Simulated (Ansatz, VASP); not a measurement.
# TiTe2: VASP beside Ansatz

The input POSCAR:

```
TiTe2
1.0
    3.7770000000      0.0000000000      0.0000000000
   -1.8885000000      3.2709779501      0.0000000000
    0.0000000000      0.0000000000      6.4980000000
Te Ti
2 1
Direct
    0.3333333333      0.6666666667      0.7372000000
    0.6666666667      0.3333333333      0.2628000000
    0.0000000000      0.0000000000      0.0000000000
```

INCAR.step1

```
SYSTEM = TiTe2
ALGO = Normal
EDIFF = 1E-4
ENCUT = 520
GGA = PE
ISMEAR = -1
LASPH = .True.
LCHARG = .False.
LREAL = .False.
LWAVE = .True.
NBANDS = 19
NELM = 100
PREC = Accurate
SIGMA = 0.05
```

The input INCAR.step2:

```
SYSTEM = TiTe2
ALGO = Normal
EDIFF = 1E-6
ENCUT = 520
ISIF = 2
ISMEAR = -1
ISTART = 1
LASPH = .True.
LCHARG = .False.
LMIXTAU = .True.
LREAL = .False.
LWAVE = .False.
METAGGA = R2SCAN
NBANDS = 19
NELM = 100
PREC = Accurate
SIGMA = 0.05
```

KPOINTS

```
k-points
0
Gamma
  8 8 4
  0 0 0
```

Contents of input.yaml:

```yaml
crystal:
  lattice:
    - [3.777, 0.0, 0.0]
    - [-1.8885, 3.2709779501, 0.0]
    - [0.0, 0.0, 6.498]
  atoms:
    - { symbol: Te, position: [0.3333333333, 0.6666666667, 0.7372] }
    - { symbol: Te, position: [0.6666666667, 0.3333333333, 0.2628] }
    - { symbol: Ti, position: [0.0, 0.0, 0.0] }
hamiltonian:
  xc: r2scan
  pseudopotentials: { kind: paw }
kpoints:
  mp_grid: { grid: [8, 8, 4] }
  band_path:
    path:
      - [[0.0, 0.0, 0.0], [0.5, 0.0, 0.0], [0.3333333333, 0.3333333333, 0.0], [0.0, 0.0, 0.0], [0.0, 0.0, 0.5], [0.5, 0.0, 0.5], [0.3333333333, 0.3333333333, 0.5], [0.0, 0.0, 0.5]]
      - [[0.5, 0.0, 0.5], [0.5, 0.0, 0.0]]
      - [[0.3333333333, 0.3333333333, 0.0], [0.3333333333, 0.3333333333, 0.5]]
    npoints: 14
scf:
  occupations: { method: fermi_dirac, width: 0.05 }
  n_extra_bands: 7
output:
  forces: true
  stress: true
  eigenvalues: true
  fatbands: false
```

Alike in both runs: functional r2SCAN; k mesh 8 × 8 × 4; occupations fermi-dirac, width 0.05 eV; no spin polarisation.

|  | VASP | Ansatz |
| --- | --- | --- |
| version | VASP 6.6.1 | Ansatz 0.2.0 |
| potentials or method | VASP PAW PBE potentials, release 64 (Te, Ti_sv) | Ansatz PAW |
| plane-wave cutoff (eV) | 520 | 500 |
| valence electrons in the cell | 24 | 44 |
| task | single point | band structure |

Ansatz gave:

- gap on the k mesh at the Fermi level (eV): none
- pressure (GPa): 0.9
- traceless stress, the component that is largest in VASP (GPa): -0.44
- rms of the force components (eV/Å): 0.102

**Question.** Estimate VASP's values.

**Answer.** gap on the k mesh at the Fermi level (eV): none; pressure (GPa): 1.0; traceless stress, the component that is largest in VASP (GPa): -0.47; rms of the force components (eV/Å): 0.093.

VASP's potentials were made for PBE, not for r2SCAN. Atom by atom the forces differ by 0.009 eV/Å (rms over components). A gap of «none» marks a metal or a gap that the smearing closes. VASP's potentials hold 24 valence electrons a cell and Ansatz's 44, so a difference there can come from the potentials and not from the codes.

Neither program's run includes spin-orbit coupling.
